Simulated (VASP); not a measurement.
A run of VASP 6.6.1 is set up as follows.

INCAR

```
SYSTEM = Fe
PREC = Accurate
ENCUT = 600
EDIFF = 1E-6
ISMEAR = -1
SIGMA = 0.05
LREAL = .FALSE.
LASPH = .TRUE.
NELM = 200
ALGO = Normal
ISIF = 2
LWAVE = .FALSE.
LCHARG = .FALSE.
ISPIN = 2
MAGMOM = -2.213 -2.213
LORBIT = 11
LMAXMIX = 4
GGA = RE
NBANDS = 19
GGA_COMPAT = .FALSE.
```

The input KPOINTS:

```
regular mesh
0
G
  18 18 18
  0 0 0
```

Contents of POSCAR:

```
Fe
1.0
    2.8571021468      0.0000000000      0.0000000000
    0.0000000000      2.8571021468      0.0000000000
    0.0000000000      0.0000000000      2.8571021468
Fe
2
Direct
    0.0000000000      0.0000000000      0.0000000000
    0.5000000000      0.5000000000      0.5000000000
```

Potentials or basis: VASP PAW PBE potentials, release 64 (Fe).

Run with:

```console
$ cat potpaw_PBE.64/Fe/POTCAR > POTCAR
$ mpirun -np 1 vasp_std > vasp.out
```

Question: What does it give for the pressure?

Answer: -0.7 GPa.

Question: Estimate the net moment.

Answer: -4.49 μB per cell.

Caveat: the PAW data sets were made with another functional, which shifts forces and pressure a little.
